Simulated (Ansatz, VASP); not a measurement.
One calculation of Hg2O, two programs

```
CELL_PARAMETERS angstrom
3.12072 0.00000 0.00000
0.00000 3.12072 0.00000
0.00000 0.00000 5.64631
ATOMIC_POSITIONS crystal
Hg 0.50000 0.50000 0.26061
Hg 0.50000 0.50000 0.73939
O 0.00000 0.00000 0.00000
```

Change from the starting cell: species swapped into the FeSi2 type (P4/mmm, No. 123).

Alike in both runs: functional PBE; k mesh 5 × 5 × 3; occupations gaussian, width 0.15 eV; no spin polarisation.

Ansatz relaxed the structure, and its values are those at the end. VASP's run is a single point on that final structure, the one shown.

|  | VASP | Ansatz |
| --- | --- | --- |
| version | VASP 6.6.1 | Ansatz 0.2.0 |
| potentials or method | VASP PAW PBE potentials, release 64 (Hg, O), cutoff 600 eV | scalar-relativistic, plane waves, PAW |
| valence electrons in the cell | 30 | 46 |

|  | VASP | Ansatz | Ansatz less VASP |
| --- | --- | --- | --- |
| gap on the k mesh at the Fermi level (eV) | none | none | - |
| pressure (GPa) | 0.5 | -0.1 | -0.63 |
| rms of the force components (eV/Å) | 0.013 | 0.013 | -0.0006 |

A gap of «none» marks a metal or a gap that the smearing closes. The functional is the same, so the differences come from potentials, cutoffs and numerics. VASP's potentials hold 30 valence electrons a cell and Ansatz's 46, so a difference there can come from the potentials and not from the codes.

The k mesh is coarse, so the values compare programs but aren't converged. Spin-orbit coupling is off throughout.
